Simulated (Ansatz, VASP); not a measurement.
## Sn in VASP and in Ansatz

```xyz
1
Lattice="-1.7697 1.8199 2.4553 1.7697 -1.8199 2.4553 1.7697 1.8199 -2.4553" Properties=species:S:1:pos:R:3 pbc="T T T"
Sn    0.0000    0.0000    0.0000
```

Change from the starting cell: strain +0.025 along x and y, +0.050 along z, atoms carried along.

Alike in both runs: task single point; functional PBEsol; k mesh 20 × 20 × 20; occupations gaussian, width 0.15 eV; no spin polarisation.

|  | VASP | Ansatz |
| --- | --- | --- |
| version | VASP 6.6.1 | Ansatz 0.2.0 |
| potentials or method | VASP PAW PBE potentials, release 64 (Sn_d), cutoff 520 eV | scalar-relativistic, plane waves, PAW |
| valence electrons in the cell | 14 | 14 |

|  | VASP | Ansatz | Ansatz less VASP |
| --- | --- | --- | --- |
| gap on the k mesh at the Fermi level (eV) | none | none | - |
| pressure (GPa) | -6.4 | -6.4 | -0.02 |
| traceless stress, the component that is largest in VASP (GPa) | -0.16 | -0.16 | +0.002 |

VASP's potentials were made for PBE, not for PBEsol. A gap of «none» marks a metal or a gap that the smearing closes. With one functional, cell and mesh, what is left measures potentials, basis and numerics.
